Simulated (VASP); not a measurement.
# Y4S3N2 (P1) in VASP: further runs

Runs on Y4S3N2. Level: PBE. Tasks: single point.

Program: VASP 6.6.1. These are calculated values, not measurements. Logs are shortened: lines on timing, memory, paths and dates and some standing lists are left out, and cuts for length are marked.

## (1) The cell of the first run

The typed cell holds 18 atoms: a = 6.529 Å, b = 7.577 Å, c = 8.284 Å, α = 77.75°, β = 95.10°, γ = 74.66°.

## (2) Single point, PBE

INCAR reads:

```
PREC = Accurate
ENCUT = 520
EDIFF = 1E-7
ISMEAR = 0
SIGMA = 0.1
LREAL = Auto
LASPH = T
NELM = 60
ALGO = Normal
ISIF = 2
LWAVE = F
LCHARG = F
GGA = PE
ISYM = 0
NBANDS = 87
```

KPOINTS reads:

```
Automatic mesh
0
Gamma
  2 2 2
  0.5 0.5 0.5
```

POSCAR reads:

```
Y4S3N2
1.0
    6.2617442647     -1.8077935892      0.3839916874
   -0.1020518258     -7.5755032601      0.0729342852
   -0.8008784998     -1.8248909967     -8.0411569442
Y S N
8 6 4
Direct
    0.9278426979      0.9345545817      0.3142065795
    0.8764410662      0.4277987324      0.3017698020
    0.1625740230      0.0671316008      0.6560949662
    0.1481582729      0.5363908870      0.6469756518
    0.6736579757      0.8898585805      0.8897257306
    0.6621314084      0.3343798364      0.9136558254
    0.3175504907      0.1605914887      0.1485602594
    0.3066697612      0.6118404511      0.1576250476
    0.0166770342      0.0011246962     -0.0032620772
   -0.0008833013      0.4994566511     -0.0081719774
    0.5875604559      0.8065123997      0.2135448642
    0.4085782425      0.6976075736      0.8062953717
    0.8594956480      0.8776889856      0.6208736552
    0.8321873239      0.3777140037      0.6195777782
    0.5633304747      0.3324314974      0.1710947171
    0.4293271041      0.1763642241      0.8267043332
    0.1198824706      0.1367521645      0.3696475256
    0.1128343247      0.6208216389      0.3701670589
```

Potentials or basis: VASP PAW PBE potentials, release 64 (Y_sv, S, N).

Launch:

```
> cat potpaw_PBE.64/Y_sv/POTCAR potpaw_PBE.64/S/POTCAR potpaw_PBE.64/N/POTCAR > POTCAR
> mpirun -np 1 vasp_std > vasp.out
```

OUTCAR:

```text
PREC = Accurate
   ENCUT = 520
   EDIFF = 1E-7
   ISMEAR = 0
   LREAL = Auto
   LASPH = T
   NELM = 60
   ISIF = 2
   GGA = PE
   ISYM = 0

 ion  position               nearest neighbor table
   1  0.928  0.935  0.314-  18 2.29  17 2.31  13 2.58   9 2.71  11 2.78   4 3.50   8 3.53   3 3.55
                             7 3.64   2 3.64   5 3.87   7 3.89   6 3.89   2 3.96
   2  0.876  0.428  0.302-  17 2.27  18 2.50  15 2.57  14 2.63  10 2.74  11 2.89   3 3.53   7 3.56
                             4 3.59   8 3.60   8 3.64   1 3.64   6 3.67   1 3.96   5 4.16
   3  0.163  0.067  0.656-  17 2.29  16 2.56  14 2.68  13 2.76  12 2.78   9 3.04   5 3.47   4 3.52
                             2 3.53   1 3.55   4 4.06   5 4.24   6 4.35
   4  0.148  0.536  0.647-  18 2.22  14 2.66  13 2.72  12 2.74  16 2.86  10 3.08   1 3.50   3 3.52
                             2 3.59   6 3.61   3 4.06   8 4.23
   5  0.674  0.890  0.890-  16 2.25  13 2.64  12 2.67   9 2.73  11 2.77  10 3.05   6 3.40   3 3.47
                             7 3.80   1 3.87   8 4.09   2 4.16   6 4.19   3 4.24   8 4.27
   6  0.662  0.334  0.914-  15 2.28  16 2.32  12 2.72  14 2.76   9 2.85  10 2.89   5 3.40   7 3.44
                             4 3.61   2 3.67   8 3.73   1 3.89   5 4.19   7 4.28   3 4.35
   7  0.318  0.161  0.149-  17 2.34  15 2.34  11 2.70  10 2.81  16 2.81   9 2.89   8 3.42   6 3.44
                             2 3.56   1 3.64   5 3.80   1 3.89   8 4.16   6 4.28
   8  0.307  0.612  0.158-  18 2.26  15 2.30  11 2.71  10 2.75   9 3.00  12 3.02   7 3.42   1 3.53
                             2 3.60   2 3.64   6 3.73   5 4.09   7 4.16   4 4.23   5 4.27
   9  0.017  0.001  0.997-   1 2.71   5 2.73   6 2.85   7 2.89   8 3.00   3 3.04
  10  0.999  0.499  0.992-   2 2.74   8 2.75   7 2.81   6 2.89   5 3.05   4 3.08
  11  0.588  0.807  0.214-   7 2.70   8 2.71   5 2.77   1 2.78   2 2.89
  12  0.409  0.698  0.806-   5 2.67   6 2.72   4 2.74   3 2.78   8 3.02
  13  0.859  0.878  0.621-   1 2.58   5 2.64   4 2.72   3 2.76
  14  0.832  0.378  0.620-   2 2.63   4 2.66   3 2.68   6 2.76
  15  0.563  0.332  0.171-   6 2.28   8 2.30   7 2.34   2 2.57
  16  0.429  0.176  0.827-   5 2.25   6 2.32   3 2.56   7 2.81   4 2.86
  17  0.120  0.137  0.370-   2 2.27   3 2.29   1 2.31   7 2.34
  18  0.113  0.621  0.370-   4 2.22   8 2.26   1 2.29   2 2.50

IMPORTANT INFORMATION: All symmetrisations will be switched off!
NOSYMM: (Re-)initialisation of all symmetry stuff for point group C_1.

----------------------------------------------------------------------------------------

                                     Primitive cell

  volume of cell :     381.6036

  direct lattice vectors                    reciprocal lattice vectors
     6.261744265 -1.807793589  0.383991687     0.159979923 -0.002303506 -0.015410821
    -0.102051826 -7.575503260  0.072934285    -0.039930170 -0.131141696  0.033738741
    -0.800878500 -1.824890997 -8.041156944     0.007277396 -0.001299471 -0.124790117

  length of vectors
     6.528783081  7.576541667  8.284433506     0.160736975  0.141176717  0.125008889

  position of ions in fractional coordinates (direct lattice)
     0.927842698  0.934554582  0.314206580
     0.876441066  0.427798732  0.301769802
     0.162574023  0.067131601  0.656094966
     0.148158273  0.536390887  0.646975652
     0.673657976  0.889858580  0.889725731
     0.662131408  0.334379836  0.913655825
[... 10 lines left out ...]
     0.119882471  0.136752165  0.369647526
     0.112834325  0.620821639  0.370167059

  ion indices of the primitive-cell ions
   primitive index   ion index
                 1           1
                 2           2
                 3           3
                 4           4
                 5           5
                 6           6
[... 10 lines left out ...]
                17          17
                18          18

----------------------------------------------------------------------------------------

 KPOINTS: Automatic mesh

Automatic generation of k-mesh.
 Grid dimensions read from file:
 generate k-points for:    2    2    2

 Generating k-lattice:

  Cartesian coordinates                     Fractional coordinates (reciprocal lattice)
     0.079989961 -0.001151753 -0.007705411     0.500000000 -0.000000000 -0.000000000
    -0.019965085 -0.065570848  0.016869371     0.000000000  0.500000000  0.000000000
     0.003638698 -0.000649736 -0.062395059     0.000000000  0.000000000  0.500000000

  Length of vectors
     0.080368488  0.070588359  0.062504445

  Shift w.r.t. Gamma in fractional coordinates (k-lattice)
     0.500000000  0.500000000  0.500000000

 Subroutine IBZKPT returns following result:
 ===========================================

 Found      4 irreducible k-points:

 Following reciprocal coordinates:
            Coordinates               Weight
  0.250000  0.250000  0.250000      2.000000
 -0.250000  0.250000  0.250000      2.000000
  0.250000 -0.250000  0.250000      2.000000
 -0.250000 -0.250000  0.250000      2.000000
   k-points           NKPTS =      4   k-points in BZ     NKDIM =      4   number of bands    NBANDS=     87
   number of dos      NEDOS =    301   number of ions     NIONS =     18
   total plane-waves  NPLWV = 179200
   dimension x,y,z NGX =    50 NGY =   56 NGZ =   64
   dimension x,y,z NGXF=   100 NGYF=  112 NGZF=  128
   ions per type =               8   6   4
   NGX,Y,Z   is equivalent  to a cutoff of  12.73, 12.29, 12.84 a.u.
   NGXF,Y,Z  is equivalent  to a cutoff of  25.46, 24.58, 25.69 a.u.
 SYSTEM =  unknown system
   PREC   = accura    normal or accurate (medium, high low for compatibility)
   ISTART =      0    job   : 0-new  1-cont  2-samecut
   ICHARG =      2    charge: 1-file 2-atom 10-const
   ISPIN  =      1    spin polarized calculation?
   LNONCOLLINEAR =      F non collinear calculations
   LSORBIT =      F    spin-orbit coupling
   LASPH  =      T    aspherical Exc in radial PAW
   ENCUT  =  520.0 eV  38.22 Ry    6.18 a.u.  12.14 14.09 15.40*2*pi/ulx,y,z
   NELM   =     60;   NELMIN=  2; NELMDL= -5     # of ELM steps
   EDIFF  = 0.1E-06   stopping-criterion for ELM
   LREAL  =      T    real-space projection
   EDIFFG = 0.1E-05   stopping-criterion for IOM
   NSW    =      0    number of steps for IOM
   IBRION =     -1    ionic relax: 0-MD 1-quasi-New 2-CG
   NFREE  =      0    steps in history (QN), initial steepest desc. (CG)
   ISIF   =      2    stress and relaxation
   ISYM   =      0    0-nonsym 1-usesym 2-fastsym
   POTIM  = 0.5000    time-step for ionic-motion
   TEBEG  =    0.0;   TEEND  =   0.0 temperature during run
   PSTRESS=    0.0 pullay stress
   NELECT =     144.0000    total number of electrons
   NUPDOWN=      -1.0000    fix difference up-down
   EMIN   =  10.00;   EMAX   =-10.00  energy-range for DOS
   EFERMI =   0.00;   METHOD = LEGACY
   ISMEAR =     0;   SIGMA  =   0.10  broadening in eV -4-tet -1-fermi 0-gaus
   EFERMI_NEDOS =   21; number of points for ismear=-14 and -15
   IALGO  =     38    algorithm
   IMIX   =      4    mixing-type and parameters
     AMIX     =   0.40;   BMIX     =  1.00
     AMIX_MAG =   1.60;   BMIX_MAG =  1.00
  volume/ion in A,a.u.               =      21.20       143.07
  Fermi-wavevector in a.u.,A,eV,Ry     =   1.183018  2.235581 19.041798  1.399533
  Thomas-Fermi vector in A             =   2.319261
   LORBIT       =      0    0 simple, 1 ext, 2 COOP (PROOUT), +10 PAW based schemes
   GGA     = PE    functional components
   LHFCALC =     F    Hartree Fock is set to
   AEXX    =    0.0000 exact exchange contribution
   IVDW    =     0    specifies the selected vdW correction
   LEPSILON=     F    determine dielectric tensor
   LRPA    =     F    only Hartree local field effects (RPA)
 non-spin polarized calculation
 Gauss-broadening in eV      SIGMA  =   0.10
  energy-cutoff  :      520.00
  volume of cell :      381.60
 maximum number of plane-waves:     10280
 NGX is ok and might be reduce to    50
   NGX = 25   NGY = 29   NGZ = 31

 number of electron     144.0000000 magnetization

 Free energy of the ion-electron system (eV)
  ---------------------------------------------------
  ext. energy  EPLUGINS =         0.00000000
  ---------------------------------------------------
  free energy    TOTEN  =      -142.50863577 eV

  energy without entropy =     -142.50863577  energy(sigma->0) =     -142.50863577

 E-fermi :   3.1387     XC(G=0):  -9.6618

 val. band max:        2.6513541568   @ k =  -0.2500   0.2500   0.2500
 cond. band min:       4.8774562235   @ k =  -0.2500   0.2500   0.2500
 fundamental gap:      2.2261020666
 Fermi energy:         3.1386706171

 k-point     1 :       0.2500    0.2500    0.2500
  band No.  band energies     occupation
      1     -38.5372      2.00000
      2     -38.5120      2.00000
      3     -38.5005      2.00000
      4     -38.3904      2.00000
      5     -38.2973      2.00000
      6     -38.2150      2.00000
[... 76 lines left out ...]
     83       6.9904      0.00000
     84       7.1767      0.00000

 k-point     2 :      -0.2500    0.2500    0.2500
  band No.  band energies     occupation
      1     -38.5371      2.00000
      2     -38.5124      2.00000
      3     -38.5002      2.00000
      4     -38.3904      2.00000
      5     -38.2973      2.00000
      6     -38.2150      2.00000
[... 76 lines left out ...]
     83       7.0282      0.00000
     84       7.1530      0.00000

 k-point     3 :       0.2500   -0.2500    0.2500
  band No.  band energies     occupation
      1     -38.5371      2.00000
      2     -38.5124      2.00000
      3     -38.5002      2.00000
      4     -38.3904      2.00000
      5     -38.2973      2.00000
      6     -38.2151      2.00000
[... 76 lines left out ...]
     83       7.0518      0.00000
     84       7.1404      0.00000

 k-point     4 :      -0.2500   -0.2500    0.2500
  band No.  band energies     occupation
      1     -38.5372      2.00000
      2     -38.5121      2.00000
      3     -38.5004      2.00000
      4     -38.3904      2.00000
      5     -38.2973      2.00000
      6     -38.2150      2.00000
[... 76 lines left out ...]
     83       6.9219      0.00000
     84       7.0644      0.00000
 [bands above 84 left out]

------------------------ aborting loop because EDIFF is reached ----------------------------------------

  FORCE on cell =-STRESS in cart. coord.  units (eV):
  Direction    XX          YY          ZZ          XY          YZ          ZX
  --------------------------------------------------------------------------------------
  -------------------------------------------------------------------------------------
  Total       -0.1661426     -0.2069974      0.0343574      0.0396452     -0.0214638      0.2003550
  in kB       -0.6975563     -0.8690868      0.1442510      0.1664519     -0.0901165      0.8411984
  external PRESSURE =      -0.4741307 kB  Pullay stress =       0.0000000 kB

 VOLUME and BASIS-vectors are now :
 -----------------------------------------------------------------------------
  energy-cutoff  :      520.00
  volume of cell :      381.60
      direct lattice vectors                 reciprocal lattice vectors
     6.261744265 -1.807793589  0.383991687     0.159979923 -0.002303506 -0.015410821
    -0.102051826 -7.575503260  0.072934285    -0.039930170 -0.131141696  0.033738741
    -0.800878500 -1.824890997 -8.041156944     0.007277396 -0.001299471 -0.124790117

 POSITION                                       TOTAL-FORCE (eV/Angst)
 -----------------------------------------------------------------------------------
      5.46290     -9.33046     -2.10214         0.001032      0.002896      0.015386
      5.20271     -5.37591     -2.05883         0.001660     -0.004054      0.012700
      0.48569     -1.99976     -5.20844        -0.000575     -0.000250     -0.010666
      0.35484     -5.51193     -5.10642        -0.000945     -0.001439     -0.005624
      3.41490     -9.58261     -6.83084        -0.004833     -0.000213     -0.003312
      3.38025     -5.39741     -7.06821        -0.004500     -0.000574     -0.004961
[... 10 lines left out ...]
      0.44067     -1.92726     -2.91639         0.007343     -0.000616      0.006926
      0.34672     -5.58253     -2.88796        -0.001865     -0.004293     -0.005913
 -----------------------------------------------------------------------------------
    total drift:                                0.003816     -0.002963     -0.002886

  FREE ENERGIE OF THE ION-ELECTRON SYSTEM (eV)
  ---------------------------------------------------
  free  energy   TOTEN  =      -142.5086357721 eV

  energy  without entropy=     -142.5086357721  energy(sigma->0) =     -142.50863577
```

Run time: 5.1 min. Hardware: 1 thread of Intel Xeon Platinum 8375C at 2.90GHz (Ice Lake), shared host; peak memory 0.47 GiB.

What came out:

| Item | Value |
| --- | --- |
| Free energy | -142.5086 eV |
| Pressure | 0.0 GPa |
| Largest force | 0.016 eV/Å |
| Band gap on the k mesh | 2.23 eV |

Forces in eV/Å, atoms in the order of the input:
```
Y    0.001  0.003  0.015
Y    0.002 -0.004  0.013
Y   -0.001  0.000 -0.011
Y   -0.001 -0.001 -0.006
Y   -0.005  0.000 -0.003
Y   -0.004 -0.001 -0.005
Y    0.002 -0.002  0.005
Y    0.004  0.006  0.007
S   -0.003 -0.001 -0.003
S    0.002  0.000 -0.009
S    0.001  0.000 -0.003
S   -0.003 -0.002  0.006
S    0.000  0.001 -0.003
S    0.007  0.003 -0.004
N   -0.001  0.003  0.001
N   -0.006  0.000  0.000
N    0.007 -0.001  0.007
N   -0.002 -0.004 -0.006
```

Caveat: a shifted mesh leaves out Γ, where band edges can lie. A k mesh can miss the band edges.

[end of part 1 of 2]
